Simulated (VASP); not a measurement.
LiCl: single point with r2SCAN

Crystal: LiCl.

```
CELL_PARAMETERS angstrom
4.24350 0.00000 0.00000
-2.12175 3.67498 0.00000
0.00000 0.00000 5.33517
ATOMIC_POSITIONS crystal
Li 0.33333 0.66667 0.25000
Li 0.66667 0.33333 0.75000
Cl 0.66667 0.33333 0.25000
Cl 0.33333 0.66667 0.75000
```

```json
{
 "Program": "VASP 6.6.1",
 "Task": "single point",
 "Functional": "r2SCAN",
 "Potentials or basis": "VASP PAW PBE potentials, release 64 (Li_sv, Cl)",
 "Cutoff": "520 eV",
 "k mesh": "6 × 6 × 4",
 "Occupations": "gaussian, width 0.01 eV",
 "Spin": "no spin polarisation"
}
```

- Band gap on the k mesh: 6.16 eV

Levels at points of the mesh, in eV from the valence-band top:
```csv
k point,band 8,band 9,band 10,band 11,band 12,band 13
"(0.00, 0.00, 0.00)",-0.58,-0.58,0.00,6.16,8.70,9.53
"(0.50, 0.00, 0.00)",-1.31,-0.90,-0.62,7.85,9.11,9.45
"(0.00, 0.00, 0.50)",-0.94,-0.94,-0.94,8.06,8.06,9.55
"(0.50, 0.00, 0.50)",-1.24,-0.46,-0.46,7.80,7.80,10.00
```

Run time: 110 s on 1 thread of Intel Xeon 8259CL (shared host), peak memory 0.2 GiB.
